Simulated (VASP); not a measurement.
# CrC2 (P6/mmm) in VASP: notebook

The runs below take CrC2 through relaxation of cell and atoms, single point, relaxation of shape and atoms at fixed volume, with PBEsol.

Everything below comes from runs of VASP 6.6.1. Logs are shortened: lines on timing, memory, paths and dates and some standing lists are left out, and cuts for length are marked.

**1. The cell of the first run**

Symmetry: P6/mmm, No. 191, hexagonal system. The conventional cell has a = 2.927 Å, b = 2.927 Å, c = 3.170 Å, α = 90.00°, β = 90.00°, γ = 120.00°. Within 3.1 Å of Cr (site symmetry 6/mmm) lie 12 C at 2.32 Å and 6 Cr at 2.93 Å. C (site symmetry -6m2) has 3 C at 1.69 Å within 2.2 Å.

**2. Relaxation of cell and atoms, PBEsol, collinear spin, ferromagnetic start**

File INCAR:

```
SYSTEM = CrC2
ALGO = Normal ; EDIFF = 1E-7
EDIFFG = -0.01 ; ENCUT = 600
GGA = PS ; IBRION = 2
ISIF = 3 ; ISMEAR = 0
ISPIN = 2 ; LASPH = .TRUE.
LCHARG = .FALSE. ; LMAXMIX = 4
LORBIT = 11 ; LREAL = .FALSE.
LWAVE = .FALSE. ; MAGMOM = 2 0 0
NELM = 150 ; NSW = 80
PREC = Accurate ; SIGMA = 0.05
```

File KPOINTS:

```
k-points
0
G
  12 12 10
  0 0 0
```

File POSCAR:

```
CrC2
1.0
    2.9272369930      0.0000000000      0.0000000000
   -1.4636184965      2.5350615988      0.0000000000
    0.0000000000      0.0000000000      3.1695011661
Cr C
1 2
Direct
    0.0000000000      0.0000000000      0.0000000000
    0.3333333333      0.6666666667      0.5000000000
    0.6666666667      0.3333333333      0.5000000000
```

Potentials or basis: VASP PAW PBE potentials, release 64 (Cr_pv, C).

On the command line:

```sh
> cat potpaw_PBE.64/Cr_pv/POTCAR potpaw_PBE.64/C/POTCAR > POTCAR
> mpirun -np 1 vasp_std > vasp.out
```

OUTCAR:

```text
SYSTEM = CrC2
   EDIFF = 1E-7
   EDIFFG = -0.01
   ENCUT = 600
   GGA = PS
   IBRION = 2
   ISIF = 3
   ISMEAR = 0
   ISPIN = 2
   LASPH = .TRUE.
   LORBIT = 11
   LREAL = .FALSE.
   NELM = 150
   NSW = 80
   PREC = Accurate

 ion  position               nearest neighbor table
   1  0.000  0.000  0.000-   2 2.32   3 2.32   2 2.32   3 2.32   2 2.32   2 2.32   3 2.32   3 2.32
                             3 2.32   3 2.32   2 2.32   2 2.32
   2  0.333  0.667  0.500-   3 1.69   3 1.69   3 1.69   1 2.32   1 2.32   1 2.32   1 2.32   1 2.32
                             1 2.32
   3  0.667  0.333  0.500-   2 1.69   2 1.69   2 1.69   1 2.32   1 2.32   1 2.32   1 2.32   1 2.32
                             1 2.32

  LATTYP: Found a hexagonal cell.
 ALAT       =     2.9272369930
 C/A-ratio  =     1.0827620632

  Lattice vectors:

 A1 = (   2.9272369930,   0.0000000000,   0.0000000000)
 A2 = (  -1.4636184965,   2.5350615988,   0.0000000000)
 A3 = (   0.0000000000,   0.0000000000,   3.1695011661)

Analysis of symmetry for initial positions (statically):
=====================================================================
 Subroutine PRICEL returns:
 Original cell was already a primitive cell.

 Routine SETGRP: Setting up the symmetry group for a
 hexagonal supercell.

 Subroutine GETGRP returns: Found 24 space group operations
 (whereof 24 operations were pure point group operations)
 out of a pool of 24 trial point group operations.

The static configuration has the point symmetry D_6h.

Analysis of symmetry for dynamics (positions and initial velocities):
=====================================================================
 Subroutine PRICEL returns:
 Original cell was already a primitive cell.

 Routine SETGRP: Setting up the symmetry group for a
 hexagonal supercell.

 Subroutine GETGRP returns: Found 24 space group operations
 (whereof 24 operations were pure point group operations)
 out of a pool of 24 trial point group operations.

The dynamic configuration has the point symmetry D_6h.

Analysis of structural, dynamic, and magnetic symmetry:
=====================================================================
 Subroutine PRICEL returns:
 Original cell was already a primitive cell.

 Routine SETGRP: Setting up the symmetry group for a
 hexagonal supercell.

 Subroutine GETGRP returns: Found 24 space group operations
 (whereof 24 operations were pure point group operations)
 out of a pool of 24 trial point group operations.

The overall configuration has the point symmetry D_6h.

 Subroutine INISYM returns: Found 24 space group operations
 (whereof 24 operations are pure point group operations),
 and found     1 'primitive' translations

----------------------------------------------------------------------------------------

                                     Primitive cell

  volume of cell :      23.5200

  direct lattice vectors                    reciprocal lattice vectors
     2.927236993  0.000000000  0.000000000     0.341619077  0.197233866  0.000000000
    -1.463618497  2.535061599  0.000000000     0.000000000  0.394467732  0.000000000
     0.000000000  0.000000000  3.169501166     0.000000000  0.000000000  0.315507062

  length of vectors
     2.927236993  2.927236993  3.169501166     0.394467732  0.394467732  0.315507062

  position of ions in fractional coordinates (direct lattice)
     0.000000000  0.000000000  0.000000000
     0.333333333  0.666666667  0.500000000
     0.666666667  0.333333333  0.500000000

  ion indices of the primitive-cell ions
   primitive index   ion index
                 1           1
                 2           2
                 3           3

----------------------------------------------------------------------------------------

 KPOINTS: k-points

Automatic generation of k-mesh.
 Grid dimensions read from file:
 generate k-points for:   12   12   10

 Generating k-lattice:

  Cartesian coordinates                     Fractional coordinates (reciprocal lattice)
     0.028468256  0.016436156  0.000000000     0.083333333 -0.000000000  0.000000000
[... 49 lines left out ...]
 SYSTEM =  CrC2
   PREC   = accura    normal or accurate (medium, high low for compatibility)
   ISTART =      0    job   : 0-new  1-cont  2-samecut
   ICHARG =      2    charge: 1-file 2-atom 10-const
   ISPIN  =      2    spin polarized calculation?
   LNONCOLLINEAR =      F non collinear calculations
   LSORBIT =      F    spin-orbit coupling
   LASPH  =      T    aspherical Exc in radial PAW
   ENCUT  =  600.0 eV  44.10 Ry    6.64 a.u.   5.85  5.85  6.33*2*pi/ulx,y,z
   NELM   =    150;   NELMIN=  2; NELMDL= -5     # of ELM steps
   EDIFF  = 0.1E-06   stopping-criterion for ELM
   LREAL  =      F    real-space projection
   EDIFFG = -.1E-01   stopping-criterion for IOM
   NSW    =     80    number of steps for IOM
   IBRION =      2    ionic relax: 0-MD 1-quasi-New 2-CG
   NFREE  =      1    steps in history (QN), initial steepest desc. (CG)
[... 16 lines left out ...]
  Fermi-wavevector in a.u.,A,eV,Ry     =   1.550978  2.930924 32.729273  2.405534
  Thomas-Fermi vector in A             =   2.655564
   LORBIT       =     11    0 simple, 1 ext, 2 COOP (PROOUT), +10 PAW based schemes
   GGA     = PS    functional components
   LHFCALC =     F    Hartree Fock is set to
   AEXX    =    0.0000 exact exchange contribution
   IVDW    =     0    specifies the selected vdW correction
   LEPSILON=     F    determine dielectric tensor
   LRPA    =     F    only Hartree local field effects (RPA)
 conjugate gradient relaxation of ions
 spin polarized calculation
 Gauss-broadening in eV      SIGMA  =   0.05
  energy-cutoff  :      600.00
  volume of cell :       23.52
 maximum number of plane-waves:       798
 NGX is ok and might be reduce to    24
   NGX = 11   NGY = 11   NGZ = 13

--------------------------------------- Ionic step        1  -------------------------------------------

 number of electron      19.9999998 magnetization       2.3791195

 Free energy of the ion-electron system (eV)
  ---------------------------------------------------
  ext. energy  EPLUGINS =         0.00000000
  ---------------------------------------------------
  free energy    TOTEN  =       -25.24066936 eV

  energy without entropy =      -25.23845786  energy(sigma->0) =      -25.23956361

------------------------ aborting loop because EDIFF is reached ----------------------------------------

  FORCE on cell =-STRESS in cart. coord.  units (eV):
  Direction    XX          YY          ZZ          XY          YZ          ZX
  --------------------------------------------------------------------------------------
  -------------------------------------------------------------------------------------
  Total       -5.4954740     -5.4954740      0.2693005      0.0000000     -0.0000000      0.0000000
  in kB     -374.3505054   -374.3505054     18.3446943      0.0000000     -0.0000000      0.0000000
  external PRESSURE =    -243.4521055 kB  Pullay stress =       0.0000000 kB
[... 92 lines left out ...]
  FREE ENERGIE OF THE ION-ELECTRON SYSTEM (eV)
  ---------------------------------------------------
  free  energy   TOTEN  =       -25.7613993871 eV

  energy  without entropy=      -25.7585010902  energy(sigma->0) =      -25.75995024

[... ionic steps 4 to 17 ...]

--------------------------------------- Ionic step       18  -------------------------------------------

 number of electron      20.0000007 magnetization       0.0011417

------------------------ aborting loop because EDIFF is reached ----------------------------------------
[... 69 lines left out ...]
--------------------------------------- Ionic step       20  -------------------------------------------

 number of electron      20.0000007 magnetization       0.0004058

 Free energy of the ion-electron system (eV)
  ---------------------------------------------------
  ext. energy  EPLUGINS =         0.00000000
  ---------------------------------------------------
  free energy    TOTEN  =       -26.88888623 eV

  energy without entropy =      -26.88514808  energy(sigma->0) =      -26.88701715

 E-fermi :  11.4929     XC(G=0): -13.5206

 val. band max:       11.4926986538   @ k =   0.0833   0.0833   0.2000
 cond. band min:      11.4974525967   @ k =   0.4167   0.1667   0.3000
 fundamental gap:      0.0047539429
 Fermi energy:        11.4928668487

 spin component 1

 k-point     1 :       0.0000    0.0000    0.0000
  band No.  band energies     occupation
      1     -31.6720      1.00000
      2     -30.9956      1.00000
      3     -30.9956      1.00000
      4     -10.4234      1.00000
      5       1.0141      1.00000
      6       6.1343      1.00000
      7       6.1343      1.00000
      8       6.3912      1.00000
      9      11.0290      1.00000
     10      11.0290      1.00000
     11      11.7075      0.00000
     12      12.6112      0.00000
     13      12.6112      0.00000
     14      16.9446      0.00000
[... 403 lines left out ...]
      4      -7.8110      1.00000
      5      -0.5336      1.00000
      6       3.2007      1.00000
      7       3.4435      1.00000
      8       8.1838      1.00000
      9      10.7933      1.00000
     10      11.2963      1.00000
     11      12.0804      0.00000
     12      12.8710      0.00000
     13      13.1583      0.00000
     14      14.2268      0.00000
     15      16.5062      0.00000

 [... further k-points ...]

 spin component 2

 k-point     1 :       0.0000    0.0000    0.0000
  band No.  band energies     occupation
      1     -31.6716      1.00000
      2     -30.9952      1.00000
      3     -30.9952      1.00000
      4     -10.4234      1.00000
      5       1.0141      1.00000
      6       6.1343      1.00000
      7       6.1343      1.00000
      8       6.3913      1.00000
      9      11.0292      1.00000
     10      11.0292      1.00000
     11      11.7078      0.00000
     12      12.6116      0.00000
     13      12.6116      0.00000
     14      16.9446      0.00000
[... 445 lines left out ...]
  FREE ENERGIE OF THE ION-ELECTRON SYSTEM (eV)
  ---------------------------------------------------
  free  energy   TOTEN  =       -26.8888862260 eV

  energy  without entropy=      -26.8851480814  energy(sigma->0) =      -26.88701715

 reached required accuracy - stopping structural energy minimisation

 total charge

# of ion       s       p       d       tot
------------------------------------------
    1        0.331   6.277   4.376  10.984
    2        0.841   1.763   0.000   2.604
    3        0.841   1.763   0.000   2.604
--------------------------------------------------
tot          2.014   9.803   4.376  16.193

 magnetization (x)

# of ion       s       p       d       tot
------------------------------------------
    1        0.000   0.000   0.001   0.001
    2        0.000  -0.000   0.000  -0.000
    3        0.000  -0.000   0.000  -0.000
--------------------------------------------------
tot          0.000  -0.000   0.001   0.001
```

Wall time 12 min (1 thread of Intel Xeon Platinum 8488C (Sapphire Rapids), shared host); peak memory 0.25 GiB.

What came out:

| Quantity | Value |
| --- | --- |
| Free energy | -26.8889 eV |
| Relaxed volume | 7.76 Å³/atom |
| Relaxed cell | a = 2.499 Å, b = 2.499 Å, c = 4.304 Å, α = 90.00°, β = 90.00°, γ = 120.00° |
| Space group after relaxing (to 0.05 Å) | P6/mmm (No. 191) |
| Energy gained by relaxing | 549.4 meV/atom |
| Ionic steps | 20 |
| Pressure after relaxing | -0.1 GPa |
| Band gap on the k mesh | zero (filled and empty bands overlap) |
| Net moment | 0.00 μB per cell |
| Valence electrons inside the program's atomic spheres | Cr 10.98; C 2.60 |

Step by step:
```
step  energy change (eV)  largest force (eV/Å)  pressure (GPa)  volume (Å³)
   1              0.0000                0.0000          -24.35        23.52
   2             -0.5202                0.0000           18.20        19.63
   3             -0.5207                0.0000           15.28        19.76
   4             -1.0347                0.0000           35.54        19.73
   5              1.3833                0.0000          171.46        18.40
   6             -1.0267                0.0000           41.50        19.62
   7             -0.7080                0.0000           88.20        19.15
   8             -1.0816                0.0000           54.97        19.49
   9             -1.2783                0.0000           45.99        20.11
  10             -1.4470                0.0000           34.67        21.32
  11             -1.4604                0.0000           32.07        21.72
  12             -1.5884                0.0000           17.49        22.30
  13             -1.6410                0.0000           -3.78        23.30
  14             -1.6464                0.0000            0.69        23.07
  15             -1.6464                0.0000            1.23        23.04
  16             -1.6467                0.0000            1.14        23.07
  17             -1.6475                0.0000            0.84        23.13
  18             -1.6482                0.0000            0.28        23.26
  19             -1.6482                0.0000            0.24        23.27
  20             -1.6482                0.0000           -0.09        23.28
```

Final structure:
```yaml
crystal:
  lattice:
    - [2.49933, 0.00000, 0.00000]
    - [-1.24967, 2.16448, 0.00000]
    - [0.00000, 0.00000, 4.30400]
  atoms:
    - { symbol: Cr, position: [0.00000, 0.00000, 0.00000] }
    - { symbol: C, position: [0.33333, 0.66667, 0.50000] }
    - { symbol: C, position: [0.66667, 0.33333, 0.50000] }
```

Caveat: the starting moments collapsed, and a magnetic state may lie lower; the PAW data sets were made with another functional, which shifts forces and pressure a little.

**3. Single point, PBEsol, collinear spin, ferromagnetic start (volume scaled by 1.040)**

File INCAR:

```
  PREC = Accurate
  ENCUT = 520
  EDIFF = 1E-6
  ISMEAR = 0
  SIGMA = 0.05
  LREAL = False
  LASPH = True
  NELM = 150
  ALGO = Normal
  ISIF = 2
  LWAVE = False
  LCHARG = True
  ISPIN = 2
  MAGMOM = 2.05 0 0
  LORBIT = 11
  LMAXMIX = 4
  GGA = PS
  LELF = True
  LVHAR = True
  NBANDS = 21
```

File KPOINTS:

```
regular mesh
0
Gamma
  12 12 10
```

File POSCAR:

```
CrC2
1.0
    2.4917448103      0.0000000000      0.0000000000
   -1.2458724052      2.1579143055      0.0000000000
    0.0000000000      0.0000000000      4.4519619049
Cr C
1 2
Direct
    0.0000000000      0.0000000000      0.0000000000
    0.3333333333      0.6666666667      0.5000000000
    0.6666666667      0.3333333333      0.5000000000
```

Potentials or basis: VASP PAW PBE potentials, release 64 (Cr_pv, C).

On the command line:

```sh
> cat potpaw_PBE.64/Cr_pv/POTCAR potpaw_PBE.64/C/POTCAR > POTCAR
> mpirun -np 1 vasp_std > vasp.out
```

It took 94 s on 1 thread of Intel Xeon Platinum 8488C (Sapphire Rapids), shared host; peak memory 0.21 GiB.

It converged, with:

```yaml
Free_energy: -26.9173 eV
Pressure: 0.2 GPa
Net_moment: 0.20 μB per cell
Site_moments: Cr +0.20; C -0.00 μB
Valence_electrons_inside_the_program's_atomic_spheres: Cr 10.96; C 2.61
```

Stress tensor (GPa, compression positive):
```
 0.56  0.00  0.00
 0.00  0.56  0.00
 0.00  0.00 -0.37
```

Levels at points of the mesh, in eV from the Fermi level:
Spin up:
| k point | band 6 | band 7 | band 8 | band 9 | band 10 | band 11 | band 12 | band 13 | band 14 | band 15 |
| --- | --- | --- | --- | --- | --- | --- | --- | --- | --- | --- |
| (0.00, 0.00, 0.00) | -5.15 | -5.06 | -5.06 | -0.48 | -0.48 | -0.20 | 1.15 | 1.15 | 5.84 | 5.84 |
| (0.50, 0.00, 0.00) | -8.39 | -6.57 | -3.57 | -1.29 | 0.40 | 0.45 | 0.73 | 2.59 | 2.93 | 5.09 |
| (0.00, 0.00, 0.50) | -5.02 | -5.02 | -3.90 | -0.55 | -0.55 | 1.02 | 1.02 | 3.28 | 3.74 | 6.15 |
| (0.50, 0.00, 0.50) | -8.44 | -5.58 | -4.49 | -1.96 | -1.78 | 0.69 | 2.59 | 2.61 | 4.53 | 5.76 |
Spin down:
| k point | band 6 | band 7 | band 8 | band 9 | band 10 | band 11 | band 12 | band 13 | band 14 | band 15 |
| --- | --- | --- | --- | --- | --- | --- | --- | --- | --- | --- |
| (0.00, 0.00, 0.00) | -5.07 | -5.06 | -5.06 | -0.35 | -0.35 | 0.05 | 1.34 | 1.34 | 5.84 | 5.84 |
| (0.50, 0.00, 0.00) | -8.39 | -6.53 | -3.47 | -1.28 | 0.63 | 0.66 | 0.84 | 2.73 | 2.98 | 5.10 |
| (0.00, 0.00, 0.50) | -5.02 | -5.02 | -3.77 | -0.42 | -0.42 | 1.20 | 1.20 | 3.45 | 3.82 | 6.16 |
| (0.50, 0.00, 0.50) | -8.44 | -5.59 | -4.42 | -1.81 | -1.60 | 0.87 | 2.74 | 2.75 | 4.53 | 5.79 |

Caveat: the cell differs from its parent crystal (volume scaled by 1.040); the PAW data sets were made with another functional, which shifts forces and pressure a little.

**4. Relaxation of shape and atoms at fixed volume, PBEsol, collinear spin, ferromagnetic start (volume scaled by 1.040)**

File INCAR:

```
ALGO     = Normal         # electronic algorithm
EDIFF    = 1E-7           # SCF threshold, eV
EDIFFG   = -0.01          # ionic threshold
ENCUT    = 600            # plane-wave cutoff, eV
GGA      = PS             # functional
IBRION   = 2              # ionic algorithm
ISIF     = 4              # what is computed and relaxed
ISMEAR   = 0              # smearing method
ISPIN    = 2              # spin polarisation
LASPH    = True           # aspherical terms in the spheres
LCHARG   = False          # write CHGCAR
LMAXMIX  = 4              # l up to which the mixer works
LORBIT   = 11             # projections on sites
LREAL    = False          # projectors in reciprocal space
LWAVE    = False          # write WAVECAR
MAGMOM   = 2.05 0 0       # initial moments
NELM     = 150            # most SCF steps
NSW      = 60             # ionic steps
PREC     = Accurate       # precision mode
SIGMA    = 0.05           # smearing width, eV
```

File KPOINTS:

```
k-points
0
Gamma
  12 12 10
```

File POSCAR:

```
CrC2
1.0
    2.5762505996      0.0000000000      0.0000000000
   -1.2881252998      2.2310984658      0.0000000000
    0.0000000000      0.0000000000      4.1646868587
Cr C
1 2
Direct
    0.0000000000      0.0000000000      0.0000000000
    0.3333333333      0.6666666667      0.5000000000
    0.6666666667      0.3333333333      0.5000000000
```

On the command line:

```sh
> cat potpaw_PBE.64/Cr_pv/POTCAR potpaw_PBE.64/C/POTCAR > POTCAR
> mpirun -np 1 vasp_std > vasp.out
```

It took 6.8 min on 1 thread of Intel Xeon Platinum 8488C (Sapphire Rapids), shared host; peak memory 0.24 GiB.

It converged, with:

| Property | Result |
| --- | --- |
| Free energy | -26.9237 eV |
| Energy gained by relaxing | 53.6 meV/atom |
| Ionic steps | 5 |
| Pressure after relaxing | -0.6 GPa |
| Net moment | 0.19 μB per cell |
| Site moments | Cr +0.19; C -0.00 μB |
| Valence electrons inside the program's atomic spheres | Cr 10.96; C 2.60 |

Step by step:
```csv
step,energy change (eV),largest force (eV/Å),pressure (GPa),volume (Å³)
1,0.0000,0.0000,-16.62,23.94
2,-0.1523,0.0000,-5.52,23.94
3,-0.1598,0.0000,-2.41,23.94
4,-0.1607,0.0000,-1.00,23.94
5,-0.1608,0.0000,-0.58,23.94
```

Final structure:
```
Cr C
1.0
     2.49365    0.00000    0.00000
    -1.24683    2.15957    0.00000
     0.00000    0.00000    4.44515
Cr C
1 2
Direct
  0.00000 0.00000 0.00000
  0.33333 0.66667 0.50000
  0.66667 0.33333 0.50000
```

Levels at points of the mesh, in eV from the Fermi level:
Spin up:
```csv
k point,band 7,band 8,band 9,band 10,band 11,band 12,band 13,band 14
"(0.00, 0.00, 0.00)",-5.07,-5.07,-0.48,-0.48,-0.18,1.15,1.15,5.80
"(0.50, 0.00, 0.00)",-6.58,-3.57,-1.30,0.40,0.44,0.74,2.57,2.92
"(0.00, 0.00, 0.50)",-5.04,-3.89,-0.55,-0.55,1.00,1.00,3.31,3.78
"(0.50, 0.00, 0.50)",-5.60,-4.50,-1.95,-1.78,0.69,2.57,2.60,4.49
```
Spin down:
```
           k point  band 7  band 8  band 9  band 10  band 11  band 12  band 13  band 14
(0.00, 0.00, 0.00)   -5.07   -5.06   -0.35    -0.35     0.06     1.33     1.33     5.81
(0.50, 0.00, 0.00)   -6.55   -3.47   -1.29     0.61     0.65     0.85     2.72     2.97
(0.00, 0.00, 0.50)   -5.04   -3.76   -0.42    -0.42     1.18     1.18     3.47     3.86
(0.50, 0.00, 0.50)   -5.60   -4.43   -1.81    -1.61     0.87     2.72     2.74     4.49
```

Caveat: the cell differs from its parent crystal (volume scaled by 1.040); the PAW data sets were made with another functional, which shifts forces and pressure a little.
